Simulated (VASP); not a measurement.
Here is a VASP 6.6.1 calculation.

INCAR

```
SYSTEM = AlNi
ALGO = Fast
EDIFF = 1E-6
ENCUT = 520
GGA = PS
ISIF = 2
ISMEAR = 0
LASPH = .TRUE.
LCHARG = .FALSE.
LREAL = .FALSE.
LWAVE = .FALSE.
NBANDS = 14
NELM = 60
PREC = Accurate
SIGMA = 0.15
```

The input KPOINTS:

```
k-points
0
G
  20 20 20
  0 0 0
```

POSCAR

```
AlNi
1.0
    2.8621655516      0.0000000000      0.0357770694
    0.0000000000      2.8621655516      0.0000000000
    0.0357770694      0.0000000000      2.8621655516
Al Ni
1 1
Direct
    0.0000000000      0.0000000000      0.0000000000
    0.5000000000      0.5000000000      0.5000000000
```

Potentials or basis: VASP PAW PBE potentials, release 64 (Al, Ni).

Run with:

```bash
$ cat potpaw_PBE.64/Al/POTCAR potpaw_PBE.64/Ni/POTCAR > POTCAR
$ mpirun -np 1 vasp_std > vasp.out
```

(1) Estimate the pressure.

(2) Predict the band gap on the k mesh.

## Answers

(1) 0.0 GPa.

(2) zero (an odd number of electrons rules out a gap without spin polarisation).

Caveat: the cell differs from its parent crystal (strain +0.0250 x Voigt [0, 0, 0, 0, 1, 0]); the PAW data sets were made with another functional, which shifts forces and pressure a little.
